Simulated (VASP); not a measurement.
Runs of VASP 6.6.1 on BC5. It takes space group P3m1 (No. 156, trigonal). The conventional cell has a = 2.552 Å, b = 2.552 Å, c = 6.400 Å, α = 90.00°, β = 90.00°, γ = 120.00°. Within 2.1 Å of B (site symmetry 3m) lie 4 C at 1.61 to 1.63 Å. C (site symmetry 3m) has 3 C at 1.56 Å and 1 B at 1.61 Å within 2.1 Å. C (site symmetry 3m) has 4 C at 1.55 to 1.56 Å within 2.1 Å. Within 2.0 Å of C (site symmetry 3m) lie 4 C at 1.50 to 1.57 Å. Within 2.1 Å of C (site symmetry 3m) lie 4 C at 1.55 to 1.57 Å. Within 2.0 Å of C (site symmetry 3m) lie 1 C at 1.50 Å and 3 B at 1.63 Å. 

```tsv
level	gap on the mesh (eV)	pressure (GPa)	largest force (eV/Å)
BLYP	none	8.2	0.21
revPBE	none	(b)	0.03
PBE	none	0.0	0.03
RPBE	none	(a)	0.03
```

Alike in all rows: task single point; potentials or basis VASP PAW PBE potentials, release 64 (B, C); no spin polarisation; cell as given; k mesh 11 × 11 × 4; cutoff (eV) 520; smearing gaussian 0.1 eV.

Q: Fill in the values left out.

A: (a) 5.4; (b) 4.1.

Caveats: the PAW data sets were made with another functional, which shifts forces and pressure a little (some runs).

A gap of «none» marks levels without a gap at the run's occupations.
